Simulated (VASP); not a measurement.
Write the native input for VASP 6.6.1 that does the following.

* Task: relaxation of cell and atoms
* Functional: BLYP
* Potentials or basis: VASP PAW PBE potentials, release 64 (Sn_d)
* Cutoff: 600 eV
* k mesh: 4 × 4 × 4
* Occupations: fermi-dirac, width 0.1 eV
* Spin: no spin polarisation
* Dipole correction: no
* Further INCAR settings: ALGO = Normal; EDIFF = 1e-07; IBRION = 2; EDIFFG = -0.01; NSW = 80; ISIF = 3

The structure of Sn lies in POSCAR:

```
Sn
1.0
    6.0756993416      0.0000000000      0.0000000000
    0.0000000000      6.0756993416      0.0000000000
    0.0000000000      0.0000000000      6.0756993416
Sn
8
Direct
    0.0000000000      0.0000000000      0.0000000000
    0.5000000000      0.5000000000      0.5000000000
    0.2500000000      0.0000000000      0.5000000000
    0.7500000000      0.0000000000      0.5000000000
    0.5000000000      0.2500000000      0.0000000000
    0.5000000000      0.7500000000      0.0000000000
    0.0000000000      0.5000000000      0.2500000000
    0.0000000000      0.5000000000      0.7500000000
```

The input as run:

INCAR

```
AGGAC = 1.0
AGGAX = 1.0
ALDAC = 0.0
ALDAX = 1.0
ALGO = Normal
EDIFF = 1E-7
EDIFFG = -0.01
ENCUT = 600
GGA = B5
IBRION = 2
ISIF = 3
ISMEAR = -1
LASPH = True
LCHARG = False
LREAL = False
LWAVE = False
NELM = 100
NSW = 80
PREC = Accurate
SIGMA = 0.1
```

KPOINTS

```
k-points
0
Gamma
  4 4 4
```

Potentials or basis: VASP PAW PBE potentials, release 64 (Sn_d).

Run with:

```sh
$ cat potpaw_PBE.64/Sn_d/POTCAR > POTCAR
$ mpirun -np 1 vasp_std > vasp.out
```

Results of the run:

* Relaxed volume: 31.89 Å³/atom
* Relaxed cell: a = 6.342 Å, b = 6.342 Å, c = 6.342 Å, α = 90.00°, β = 90.00°, γ = 90.00°
* Space group after relaxing (to 0.1 Å): Pm-3n (No. 223)
* Energy gained by relaxing: 61.1 meV/atom
* Ionic steps: 3
* Pressure after relaxing: 0.0 GPa
* Band gap on the k mesh: zero (bands 56 and 57 overlap by 0.78 eV)

Caveat: the PAW data sets were made with another functional, which shifts forces and pressure a little; spin-orbit coupling is left out, which moves the levels of the heavy elements.

It took 20 min on 1 thread of Intel Xeon 8259CL, on a shared host, peak memory 0.43 GiB.
